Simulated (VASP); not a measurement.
# BP (F-43m) in VASP: further runs, part 2 of 2

VASP 6.6.1. The steps go on from the part before.

## 3. Single point, r2SCAN

This run uses another cell than the first one, of 11.67 Å³/atom, 0.995 times its volume.

POSCAR

```
BP
1.0
    0.0000000000      2.2682629510      2.2682629510
    2.2682629510      0.0000000000      2.2682629510
    2.2682629510      2.2682629510      0.0000000000
B P
1 1
Direct
    0.0000000000      0.0000000000      0.0000000000
    0.2500000000      0.2500000000      0.2500000000
```

INCAR.step1

```
PREC = Accurate ; ENCUT = 550
ISMEAR = 0 ; SIGMA = 0.02
LREAL = F ; LASPH = T
NELM = 120 ; NBANDS = 11
GGA = PE ; ALGO = Normal
EDIFF = 1E-5 ; LWAVE = T
LCHARG = F ; GGA_COMPAT = F
```

INCAR.step2

```
PREC = Accurate ; ENCUT = 550
EDIFF = 1E-6 ; ISMEAR = 0
SIGMA = 0.02 ; LREAL = F
LASPH = T ; NELM = 120
ALGO = Normal ; ISIF = 2
LWAVE = F ; LCHARG = F
METAGGA = R2SCAN ; LMIXTAU = T
NBANDS = 11 ; ISTART = 1
GGA_COMPAT = F
```

KPOINTS

```
regular mesh
0
Gamma
  10 10 10
```

Potentials or basis: VASP PAW PBE potentials, release 64 (B, P).

Run with:

```console
cat potpaw_PBE.64/B/POTCAR potpaw_PBE.64/P/POTCAR > POTCAR
cp INCAR.step1 INCAR
mpirun -np 1 vasp_std > vasp.out
cp INCAR.step2 INCAR
mpirun -np 1 vasp_std > vasp.out
```

Wall time 57 s (1 thread of Intel Xeon Platinum 8375C at 2.90GHz (Ice Lake), shared host); peak memory 0.16 GiB.

The run converged. Its results:

```yaml
Free_energy: -17.3124 eV
Pressure: -0.5 GPa
Band_gap_on_the_k_mesh: 1.45 eV, indirect (least direct gap 3.64 eV)
```

Levels at points of the mesh, in eV from the valence-band top:
```
           k point  band 1  band 2  band 3  band 4  band 5  band 6  band 7  band 8
(0.00, 0.00, 0.00)  -16.27    0.00    0.00    0.00    3.64    3.64    3.64    8.03
(0.50, 0.00, 0.00)  -12.77   -9.51   -1.87   -1.87    4.14    5.03    5.03   10.92
(0.50, 0.50, 0.00)  -11.10   -9.13   -4.35   -4.35    1.54    1.91   13.07   13.07
```

Caveat: the PAW data sets were made with another functional, which shifts forces and pressure a little. r2SCAN opens gaps a little over a GGA but as a rule still falls short of measured ones.

## 4. Single point, r2SCAN

This run uses another cell than the first one, of 11.67 Å³/atom, 0.995 times its volume.

POSCAR is that of step 3.

INCAR.step1

```
SYSTEM = BP
  ALGO = Normal
  EDIFF = 1E-5
  ENCUT = 550
  GGA = PE
  GGA_COMPAT = .False.
  ISMEAR = 0
  LASPH = .True.
  LCHARG = .False.
  LREAL = .False.
  LWAVE = .True.
  NBANDS = 11
  NELM = 120
  PREC = Accurate
  SIGMA = 0.02
```

INCAR.step2

```
SYSTEM = BP
  ALGO = Normal
  EDIFF = 1E-6
  ENCUT = 550
  GGA_COMPAT = .False.
  ISIF = 2
  ISMEAR = 0
  ISTART = 1
  LASPH = .True.
  LCHARG = .False.
  LMIXTAU = .True.
  LREAL = .False.
  LWAVE = .False.
  METAGGA = R2SCAN
  NBANDS = 11
  NELM = 120
  PREC = Accurate
  SIGMA = 0.02
```

KPOINTS

```
k-points
0
Gamma
  10 10 10
  0 0 0
```

Run with:

```console
cat potpaw_PBE.64/B/POTCAR potpaw_PBE.64/P/POTCAR > POTCAR
cp INCAR.step1 INCAR
mpirun -np 1 vasp_std > vasp.out
cp INCAR.step2 INCAR
mpirun -np 1 vasp_std > vasp.out
```

Wall time 54 s (1 thread of Intel Xeon Platinum 8375C at 2.90GHz (Ice Lake), shared host); peak memory 0.15 GiB.

It converged, with:

- Free energy: -17.3124 eV
- Pressure: -0.5 GPa
- Band gap on the k mesh: 1.45 eV, indirect (least direct gap 3.64 eV)

Levels at points of the mesh, in eV from the valence-band top:
```csv
k point,band 1,band 2,band 3,band 4,band 5,band 6,band 7,band 8
"(0.00, 0.00, 0.00)",-16.27,0.00,0.00,0.00,3.64,3.64,3.64,8.03
"(0.50, 0.00, 0.00)",-12.77,-9.51,-1.87,-1.87,4.14,5.03,5.03,10.92
"(0.50, 0.50, 0.00)",-11.10,-9.13,-4.35,-4.35,1.54,1.91,13.07,13.07
```

Caveat: the PAW data sets were made with another functional, which shifts forces and pressure a little.

## 5. Relaxation of cell and atoms, r2SCAN

POSCAR

```
BP
1.0
    0.0000000000      2.2722462304      2.2722462304
    2.2722462304      0.0000000000      2.2722462304
    2.2722462304      2.2722462304      0.0000000000
B P
1 1
Direct
    0.0000000000      0.0000000000      0.0000000000
    0.2500000000      0.2500000000      0.2500000000
```

INCAR.step1

```
SYSTEM = BP
PREC = Accurate ; ENCUT = 550
ISMEAR = 0 ; SIGMA = 0.02
LREAL = .FALSE. ; LASPH = .TRUE.
NELM = 120 ; GGA = PE
ALGO = Normal ; EDIFF = 1E-5
LWAVE = .TRUE. ; LCHARG = .FALSE.
GGA_COMPAT = .FALSE. ; IBRION = 2
ISIF = 3 ; EDIFFG = -0.005
NELMIN = 4 ; NSW = 100
```

INCAR.step2

```
SYSTEM = BP
PREC = Accurate ; ENCUT = 550
EDIFF = 1E-7 ; ISMEAR = 0
SIGMA = 0.02 ; LREAL = .FALSE.
LASPH = .TRUE. ; NELM = 120
ALGO = Normal ; ISIF = 3
LWAVE = .FALSE. ; LCHARG = .FALSE.
METAGGA = R2SCAN ; LMIXTAU = .TRUE.
IBRION = 2 ; NSW = 100
EDIFFG = -0.005 ; ISTART = 1
GGA_COMPAT = .FALSE. ; NELMIN = 4
```

KPOINTS

```
Automatic mesh
0
G
  10 10 10
  0 0 0
```

Run with:

```console
cat potpaw_PBE.64/B/POTCAR potpaw_PBE.64/P/POTCAR > POTCAR
cp INCAR.step1 INCAR
mpirun -np 1 vasp_std > vasp.out
cp INCAR.step2 INCAR
mpirun -np 1 vasp_std > vasp.out
```

Run time: 2 min. Hardware: 1 thread of Intel Xeon Platinum 8375C at 2.90GHz (Ice Lake), shared host; peak memory 0.16 GiB.

The run converged. Its results:

* Free energy: -17.3125 eV
* Relaxed volume: 11.63 Å³/atom
* Relaxed cell: a = 3.205 Å, b = 3.205 Å, c = 3.205 Å, α = 60.00°, β = 60.00°, γ = 60.00°
* Space group after relaxing (to 0.05 Å): F-43m (No. 216)
* Energy gained by relaxing: 0.4 meV/atom
* Ionic steps: 3
* Pressure after relaxing: 0.0 GPa
* Band gap on the k mesh: 1.44 eV, indirect (least direct gap 3.65 eV)

Step by step:
```tsv
step	energy change (eV)	largest force (eV/Å)	pressure (GPa)	volume (Å³)
1	0.0000	0.0000	-1.39	23.46
2	-0.0003	0.0000	1.11	23.12
3	-0.0008	0.0000	0.01	23.27
```

Final structure:
```
CELL_PARAMETERS angstrom
0.00000 2.26596 2.26596
2.26596 0.00000 2.26596
2.26596 2.26596 0.00000
ATOMIC_POSITIONS crystal
B 0.00000 0.00000 0.00000
P 0.25000 0.25000 0.25000
```

Levels at points of the mesh, in eV from the valence-band top:
| k point | band 1 | band 2 | band 3 | band 4 | band 5 | band 6 | band 7 | band 8 |
| --- | --- | --- | --- | --- | --- | --- | --- | --- |
| (0.00, 0.00, 0.00) | -16.30 | 0.00 | 0.00 | 0.00 | 3.65 | 3.65 | 3.65 | 8.08 |
| (0.50, 0.00, 0.00) | -12.79 | -9.53 | -1.87 | -1.87 | 4.16 | 5.03 | 5.03 | 10.94 |
| (0.50, 0.50, 0.00) | -11.11 | -9.15 | -4.36 | -4.36 | 1.53 | 1.91 | 13.10 | 13.10 |

Caveat: the PAW data sets were made with another functional, which shifts forces and pressure a little. r2SCAN opens gaps a little over a GGA but as a rule still falls short of measured ones.

## 6. The runs side by side

| task | cell | k mesh | smearing | gap on the mesh (eV) | pressure (GPa) |
| --- | --- | --- | --- | --- | --- |
| single point | a = 3.213 Å, angles 60.0°, 2 atoms | 6 × 6 × 6 | gaussian 0.1 eV | 1.55 | -1.3 |
| single point | a = 3.208 Å, angles 60.0°, 2 atoms | 10 × 10 × 10 | gaussian 0.02 eV | 1.45 | -0.5 |
| relaxation of cell and atoms | relaxed from a = 3.213 Å, angles 60.0°, 2 atoms | 10 × 10 × 10 | gaussian 0.02 eV | 1.44 | 0.0 |

Alike in all rows: level r2SCAN; potentials or basis VASP PAW PBE potentials, release 64 (B, P); no spin polarisation; cutoff (eV) 550.

Caveats: the PAW data sets were made with another functional, which shifts forces and pressure a little.

Absolute energies hang on the potentials; compare differences alone.
